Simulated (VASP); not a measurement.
# Hf (P6_3/mmc) in VASP: relaxation of cell and atoms with LDA

Aim: the relaxation of cell and atoms of Hf with LDA.

Everything below comes from runs of VASP 6.6.1. Logs are shortened: lines on timing, memory, paths and dates and some standing lists are left out, and cuts for length are marked.

### Step 1. The cell of the first run

It takes space group P6_3/mmc (No. 194, hexagonal). Conventional cell: a = 3.197 Å, b = 3.197 Å, c = 5.058 Å, α = 90.00°, β = 90.00°, γ = 120.00°. Hf (site symmetry -6m2) has 12 Hf at 3.13 to 3.20 Å within 4.1 Å.

### Step 2. Relaxation of cell and atoms, LDA

Contents of INCAR:

```
SYSTEM = Hf
PREC     = Accurate       ! precision mode
ENCUT    = 600            ! plane-wave cutoff, eV
EDIFF    = 1E-7           ! SCF threshold, eV
ISMEAR   = 0              ! smearing method
SIGMA    = 0.1            ! smearing width, eV
LREAL    = .FALSE.        ! projectors in reciprocal space
LASPH    = .TRUE.         ! aspherical terms in the spheres
NELM     = 100            ! most SCF steps
ALGO     = Normal         ! electronic algorithm
ISIF     = 3              ! what is computed and relaxed
LWAVE    = .FALSE.        ! write WAVECAR
LCHARG   = .FALSE.        ! write CHGCAR
GGA      = CA             ! functional
IBRION   = 2              ! ionic algorithm
NSW      = 100            ! ionic steps
EDIFFG   = -0.005         ! ionic threshold
```

Contents of KPOINTS:

```
Automatic mesh
0
G
  15 15 8
  0 0 0
```

Contents of POSCAR:

```
Hf
1.0
    3.1967000000      0.0000000000      0.0000000000
   -1.5983500000      2.7684234083      0.0000000000
    0.0000000000      0.0000000000      5.0578000000
Hf
2
Direct
    0.3333333333      0.6666666667      0.2500000000
    0.6666666667      0.3333333333      0.7500000000
```

Potentials or basis: VASP PAW LDA potentials, release 64 (Hf_pv).

On the command line:

```sh
cat potpaw_LDA.64/Hf_pv/POTCAR > POTCAR
mpirun -np 1 vasp_std > vasp.out
```

OUTCAR:

```text
SYSTEM = Hf
   PREC = Accurate
   ENCUT = 600
   EDIFF = 1E-7
   ISMEAR = 0
   LREAL = .FALSE.
   LASPH = .TRUE.
   NELM = 100
   ISIF = 3
   GGA = CA
   IBRION = 2
   NSW = 100
   EDIFFG = -0.005

 ion  position               nearest neighbor table
   1  0.333  0.667  0.250-   2 3.13   2 3.13   2 3.13   2 3.13   2 3.13   2 3.13
   2  0.667  0.333  0.750-   1 3.13   1 3.13   1 3.13   1 3.13   1 3.13   1 3.13

  LATTYP: Found a hexagonal cell.
 ALAT       =     3.1967000000
 C/A-ratio  =     1.5821941377

  Lattice vectors:

 A1 = (   3.1967000000,   0.0000000000,   0.0000000000)
 A2 = (  -1.5983500000,   2.7684234083,   0.0000000000)
 A3 = (   0.0000000000,   0.0000000000,   5.0578000000)

Analysis of symmetry for initial positions (statically):
=====================================================================
 Subroutine PRICEL returns:
 Original cell was already a primitive cell.

 Routine SETGRP: Setting up the symmetry group for a
 hexagonal supercell.

 Subroutine GETGRP returns: Found 24 space group operations
 (whereof 12 operations were pure point group operations)
 out of a pool of 24 trial point group operations.

The static configuration has the point symmetry D_3d.
 The point group associated with its full space group is D_6h.

Analysis of symmetry for dynamics (positions and initial velocities):
=====================================================================
 Subroutine PRICEL returns:
 Original cell was already a primitive cell.

 Routine SETGRP: Setting up the symmetry group for a
 hexagonal supercell.

 Subroutine GETGRP returns: Found 24 space group operations
 (whereof 12 operations were pure point group operations)
 out of a pool of 24 trial point group operations.

The dynamic configuration has the point symmetry D_3d.
 The point group associated with its full space group is D_6h.

 Subroutine INISYM returns: Found 24 space group operations
 (whereof 12 operations are pure point group operations),
 and found     1 'primitive' translations

----------------------------------------------------------------------------------------

                                     Primitive cell

  volume of cell :      44.7606

  direct lattice vectors                    reciprocal lattice vectors
     3.196700000  0.000000000  0.000000000     0.312822598  0.180608211  0.000000000
    -1.598350000  2.768423408  0.000000000     0.000000000  0.361216423  0.000000000
     0.000000000  0.000000000  5.057800000     0.000000000  0.000000000  0.197714421

  length of vectors
     3.196700000  3.196700000  5.057800000     0.361216423  0.361216423  0.197714421

  position of ions in fractional coordinates (direct lattice)
     0.333333333  0.666666667  0.250000000
     0.666666667  0.333333333  0.750000000

  ion indices of the primitive-cell ions
   primitive index   ion index
                 1           1
                 2           2

----------------------------------------------------------------------------------------

 KPOINTS: Automatic mesh

Automatic generation of k-mesh.
 Grid dimensions read from file:
 generate k-points for:   15   15    8

 Generating k-lattice:

  Cartesian coordinates                     Fractional coordinates (reciprocal lattice)
     0.020854840  0.012040547  0.000000000     0.066666667  0.000000000  0.000000000
     0.000000000  0.024081095  0.000000000     0.000000000  0.066666667  0.000000000
     0.000000000  0.000000000  0.024714303     0.000000000  0.000000000  0.125000000

  Length of vectors
     0.024081095  0.024081095  0.024714303

  Shift w.r.t. Gamma in fractional coordinates (k-lattice)
     0.000000000  0.000000000  0.000000000

 Subroutine IBZKPT returns following result:
 ===========================================

 Found    135 irreducible k-points:

 Following reciprocal coordinates:
            Coordinates               Weight
  0.000000  0.000000  0.000000      1.000000
  0.066667 -0.000000  0.000000      6.000000
  0.133333 -0.000000  0.000000      6.000000
  0.200000  0.000000  0.000000      6.000000
  0.266667 -0.000000  0.000000      6.000000
  0.333333 -0.000000  0.000000      6.000000
[... 16 lines left out ...]
  0.333333  0.200000  0.000000     12.000000
  0.400000  0.200000  0.000000      6.000000
 [... further k-points ...]
   k-points           NKPTS =    135   k-points in BZ     NKDIM =    135   number of bands    NBANDS=     14
   number of dos      NEDOS =    301   number of ions     NIONS =      2
   total plane-waves  NPLWV =  31360
   dimension x,y,z NGX =    28 NGY =   28 NGZ =   40
   dimension x,y,z NGXF=    56 NGYF=   56 NGZF=   80
   ions per type =               2
   NGX,Y,Z   is equivalent  to a cutoff of  14.56, 14.56, 13.15 a.u.
   NGXF,Y,Z  is equivalent  to a cutoff of  29.12, 29.12, 26.30 a.u.
 SYSTEM =  Hf
   PREC   = accura    normal or accurate (medium, high low for compatibility)
   ISTART =      0    job   : 0-new  1-cont  2-samecut
   ICHARG =      2    charge: 1-file 2-atom 10-const
   ISPIN  =      1    spin polarized calculation?
   LNONCOLLINEAR =      F non collinear calculations
   LSORBIT =      F    spin-orbit coupling
   LASPH  =      T    aspherical Exc in radial PAW
   ENCUT  =  600.0 eV  44.10 Ry    6.64 a.u.   6.38  6.38 10.10*2*pi/ulx,y,z
   NELM   =    100;   NELMIN=  2; NELMDL= -5     # of ELM steps
   EDIFF  = 0.1E-06   stopping-criterion for ELM
   LREAL  =      F    real-space projection
   EDIFFG = -.5E-02   stopping-criterion for IOM
   NSW    =    100    number of steps for IOM
   IBRION =      2    ionic relax: 0-MD 1-quasi-New 2-CG
   NFREE  =      1    steps in history (QN), initial steepest desc. (CG)
   ISIF   =      3    stress and relaxation
   ISYM   =      2    0-nonsym 1-usesym 2-fastsym
   POTIM  = 0.5000    time-step for ionic-motion
   TEBEG  =    0.0;   TEEND  =   0.0 temperature during run
   PSTRESS=    0.0 pullay stress
   NELECT =      20.0000    total number of electrons
   NUPDOWN=      -1.0000    fix difference up-down
   EMIN   =  10.00;   EMAX   =-10.00  energy-range for DOS
   EFERMI =   0.00;   METHOD = LEGACY
   ISMEAR =     0;   SIGMA  =   0.10  broadening in eV -4-tet -1-fermi 0-gaus
   EFERMI_NEDOS =   21; number of points for ismear=-14 and -15
   IALGO  =     38    algorithm
   IMIX   =      4    mixing-type and parameters
     AMIX     =   0.40;   BMIX     =  1.00
     AMIX_MAG =   1.60;   BMIX_MAG =  1.00
  volume/ion in A,a.u.               =      22.38       151.03
  Fermi-wavevector in a.u.,A,eV,Ry     =   1.251563  2.365112 21.312311  1.566411
  Thomas-Fermi vector in A             =   2.385505
   LORBIT       =      0    0 simple, 1 ext, 2 COOP (PROOUT), +10 PAW based schemes
   GGA     = CA    functional components
   LHFCALC =     F    Hartree Fock is set to
   AEXX    =    0.0000 exact exchange contribution
   IVDW    =     0    specifies the selected vdW correction
   LEPSILON=     F    determine dielectric tensor
   LRPA    =     F    only Hartree local field effects (RPA)
 conjugate gradient relaxation of ions
 non-spin polarized calculation
 Gauss-broadening in eV      SIGMA  =   0.10
  energy-cutoff  :      600.00
  volume of cell :       44.76
 maximum number of plane-waves:      1515
 NGX is ok and might be reduce to    28
   NGX = 13   NGY = 13   NGZ = 21

--------------------------------------- Ionic step        1  -------------------------------------------

 number of electron      20.0000001 magnetization

 Free energy of the ion-electron system (eV)
  ---------------------------------------------------
  ext. energy  EPLUGINS =         0.00000000
  ---------------------------------------------------
  free energy    TOTEN  =       -21.31708436 eV

  energy without entropy =      -21.30909292  energy(sigma->0) =      -21.31308864

------------------------ aborting loop because EDIFF is reached ----------------------------------------

  FORCE on cell =-STRESS in cart. coord.  units (eV):
  Direction    XX          YY          ZZ          XY          YZ          ZX
  --------------------------------------------------------------------------------------
  -------------------------------------------------------------------------------------
  Total       -2.0977266     -2.0977266     -2.2067543      0.0000000      0.0000000      0.0000000
  in kB      -75.0867686    -75.0867686    -78.9893454      0.0000000      0.0000000      0.0000000
  external PRESSURE =     -76.3876275 kB  Pullay stress =       0.0000000 kB
[... 237 lines left out ...]
  energy  without entropy=      -21.3864561638  energy(sigma->0) =      -21.39030527

--------------------------------------- Ionic step        8  -------------------------------------------

 number of electron      20.0000000 magnetization

 Free energy of the ion-electron system (eV)
  ---------------------------------------------------
  ext. energy  EPLUGINS =         0.00000000
  ---------------------------------------------------
  free energy    TOTEN  =       -21.39415939 eV

  energy without entropy =      -21.38643591  energy(sigma->0) =      -21.39029765

 E-fermi :   5.3140     XC(G=0): -11.7959

 val. band max:        5.3104967341   @ k =   0.0000   0.0000   0.3750
 cond. band min:       5.3393390927   @ k =   0.0667  -0.0000   0.2500
 fundamental gap:      0.0288423587
 Fermi energy:         5.3140342114

 k-point     1 :       0.0000    0.0000    0.0000
  band No.  band energies     occupation
      1     -25.6153      2.00000
      2     -24.6586      2.00000
      3     -24.6586      2.00000
      4     -24.4969      2.00000
      5     -24.4956      2.00000
      6     -24.4956      2.00000
      7      -2.2487      2.00000
      8       1.3710      2.00000
      9       6.3734      0.00000
     10       6.4212      0.00000
     11       6.4212      0.00000
     12       6.7271      0.00000
     13       7.3146      0.00000
     14       7.3146      0.00000
[... 375 lines left out ...]
 k-point    24 :       0.4000    0.2000    0.0000
  band No.  band energies     occupation
      1     -25.3241      2.00000
      2     -25.1377      2.00000
      3     -25.0668      2.00000
      4     -25.0172      2.00000
      5     -24.8422      2.00000
      6     -24.7774      2.00000
      7       2.7023      2.00000
      8       2.8823      2.00000
      9       3.1790      2.00000
     10       4.2008      2.00000
     11       5.6286      0.00001
     12       5.9984      0.00000
     13       7.2654      0.00000
     14      10.6810      0.00000

 [... further k-points ...]

------------------------ aborting loop because EDIFF is reached ----------------------------------------

  FORCE on cell =-STRESS in cart. coord.  units (eV):
  Direction    XX          YY          ZZ          XY          YZ          ZX
  --------------------------------------------------------------------------------------
  -------------------------------------------------------------------------------------
  Total       -0.0039033     -0.0039033      0.0014446      0.0000000      0.0000000     -0.0000000
  in kB       -0.1499904     -0.1499904      0.0555100      0.0000000      0.0000000     -0.0000000
  external PRESSURE =      -0.0814902 kB  Pullay stress =       0.0000000 kB
[... 17 lines left out ...]
  FREE ENERGIE OF THE ION-ELECTRON SYSTEM (eV)
  ---------------------------------------------------
  free  energy   TOTEN  =       -21.3941593942 eV

  energy  without entropy=      -21.3864359054  energy(sigma->0) =      -21.39029765

 reached required accuracy - stopping structural energy minimisation
```

It took 6.4 min on 1 thread of Intel Xeon Platinum 8375C at 2.90GHz (Ice Lake), shared host; peak memory 0.24 GiB.

Results:

- Free energy: -21.3942 eV
- Relaxed volume: 20.85 Å³/atom
- Relaxed cell: a = 3.122 Å, b = 3.122 Å, c = 4.939 Å, α = 90.00°, β = 90.00°, γ = 120.00°
- Space group after relaxing (to 0.1 Å): P6_3/mmc (No. 194)
- Energy gained by relaxing: 38.5 meV/atom
- Ionic steps: 8
- Pressure after relaxing: 0.0 GPa
- Band gap on the k mesh: zero (bands 10 and 11 overlap by 1.53 eV)

Step by step:
| step | energy change (eV) | largest force (eV/Å) | pressure (GPa) | volume (Å³) |
| --- | --- | --- | --- | --- |
| 1 | 0.0000 | 0.0000 | -7.64 | 44.76 |
| 2 | 0.0499 | 0.0000 | 12.36 | 38.20 |
| 3 | -0.0770 | 0.0000 | -0.19 | 41.76 |
| 4 | -0.0771 | 0.0000 | -0.01 | 41.70 |
| 5 | -0.0770 | 0.0000 | 0.17 | 41.64 |
| 6 | -0.0770 | 0.0000 | -0.18 | 41.75 |
| 7 | -0.0771 | 0.0000 | -0.02 | 41.70 |
| 8 | -0.0771 | 0.0000 | -0.01 | 41.69 |

Final structure:
```
CELL_PARAMETERS angstrom
3.12224 0.00000 0.00000
-1.56112 2.70394 0.00000
0.00000 0.00000 4.93868
ATOMIC_POSITIONS crystal
Hf 0.33333 0.66667 0.25000
Hf 0.66667 0.33333 0.75000
```

Levels at points of the mesh, in eV from the Fermi level:
```csv
k point,band 6,band 7,band 8,band 9,band 10,band 11,band 12,band 13,band 14
"(0.00, 0.00, 0.00)",-29.81,-7.56,-3.94,1.06,1.11,1.11,1.41,2.00,2.00
"(0.00, 0.00, 0.50)",-29.89,-5.45,-5.45,0.10,0.10,0.98,0.98,0.98,0.98
```

Caveat: spin-orbit coupling is left out, which moves the levels of the heavy elements.
